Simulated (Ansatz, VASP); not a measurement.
**Two plane-wave programs on Si**

```
Si
1.0
     0.00000    5.43000    5.43000
     5.43000    0.00000    5.43000
     5.43000    5.43000    0.00000
Si
17
Direct
  0.00431 0.96296 0.01791
  0.11825 0.12372 0.13642
  0.97331 0.00958 0.50996
  0.11834 0.12385 0.62422
  0.00489 0.51694 0.01728
  0.19455 0.60240 0.10277
  0.00423 0.51760 0.46332
  0.11831 0.63605 0.62407
  0.49029 0.00163 0.00437
  0.62988 0.10679 0.13097
  0.49036 0.00266 0.50236
  0.60058 0.13309 0.63303
  0.57716 0.47372 0.97353
  0.63101 0.63039 0.13017
  0.49035 0.50444 0.50141
  0.62973 0.63124 0.60662
  0.99127 0.33677 0.83706
```

Alike in both runs: functional PBE; dispersion D3(BJ); k mesh 2 × 2 × 2; occupations fermi-dirac, width 0.05 eV; no spin polarisation.

Ansatz relaxed the structure, and its values are those at the end. VASP's run is a single point on that final structure, the one shown.

|  | VASP | Ansatz |
| --- | --- | --- |
| version | VASP 6.6.1 | Ansatz 0.2.0 |
| potentials or method | VASP PAW PBE potentials, release 64 (Si), cutoff 520 eV | scalar-relativistic, plane waves, PAW |
| valence electrons in the cell | 68 | 68 |

```csv
,VASP,Ansatz,Ansatz less VASP
rms of the force components (eV/Å),0.023,0.023,-0.0003
```

The k mesh is coarse, so the values compare programs but aren't converged.
